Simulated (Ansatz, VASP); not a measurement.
**Two plane-wave programs on AlAs3**

The input INCAR:

```
  PREC = Accurate
  ENCUT = 600
  EDIFF = 1E-6
  ISMEAR = 0
  SIGMA = 0.1
  LREAL = False
  LASPH = True
  NELM = 80
  ALGO = Normal
  ISIF = 3
  LWAVE = False
  LCHARG = False
  GGA = PE
  IBRION = 2
  NSW = 100
  EDIFFG = -0.01
```

KPOINTS

```
Automatic mesh
0
Gamma
  12 12 12
```

File POSCAR:

```
AlAs3
1.0
    4.2518835009      0.0000000000      0.0000000000
    0.0000000000      4.2518835009      0.0000000000
    0.0000000000      0.0000000000      4.2518835009
Al As
1 3
Direct
    0.5000000000      0.5000000000      0.5000000000
    0.5000000000      0.0000000000      0.0000000000
    0.0000000000      0.5000000000      0.0000000000
    0.0000000000      0.0000000000      0.5000000000
```

Input for Ansatz:

```yaml
crystal:
  lattice:
    - [4.2518835009, 0.0, 0.0]
    - [0.0, 4.2518835009, 0.0]
    - [0.0, 0.0, 4.2518835009]
  atoms:
    - { symbol: Al, position: [0.5, 0.5, 0.5] }
    - { symbol: As, position: [0.5, 0.0, 0.0] }
    - { symbol: As, position: [0.0, 0.5, 0.0] }
    - { symbol: As, position: [0.0, 0.0, 0.5] }
basis:
  ecutwfc: 420
kpoints:
  mp_grid: { grid: [12, 12, 12] }
hamiltonian:
  xc: pbe
scf:
  occupations: { method: gaussian, width: 0.1 }
output:
  forces: true
  stress: true
  eigenvalues: true
  write_density: true
  write_potential: true
  elf: true
  volumetric_format: npy
relax:
  adjacent_minimum: "off"
  f_tol: 0.01
  max_steps: 80
  cell: { stress_tol: 0.05 }
```

Alike in both runs: task relaxation of cell and atoms; functional PBE; k mesh 12 × 12 × 12; occupations gaussian, width 0.1 eV; no spin polarisation.

|  | VASP | Ansatz |
| --- | --- | --- |
| version | VASP 6.6.1 | Ansatz 0.2.0 |
| potentials or method | VASP PAW PBE potentials, release 64 (Al, As), cutoff 600 eV | scalar-relativistic, plane waves, PAW |
| valence electrons in the cell | 18 | 48 |

Ansatz gave:

- gap on the k mesh at the Fermi level, each at its own relaxed structure (eV): none
- relaxed volume (Å³/atom): 18.98
- relaxed cell length with the largest relative difference (Å): 4.234

Task: Which values does VASP return?

Result: gap on the k mesh at the Fermi level, each at its own relaxed structure (eV): none; relaxed volume (Å³/atom): 18.99; relaxed cell length with the largest relative difference (Å): 4.235.

A gap of «none» marks a metal or a gap that the smearing closes. VASP's potentials hold 18 valence electrons a cell and Ansatz's 48, so a difference there can come from the potentials and not from the codes.
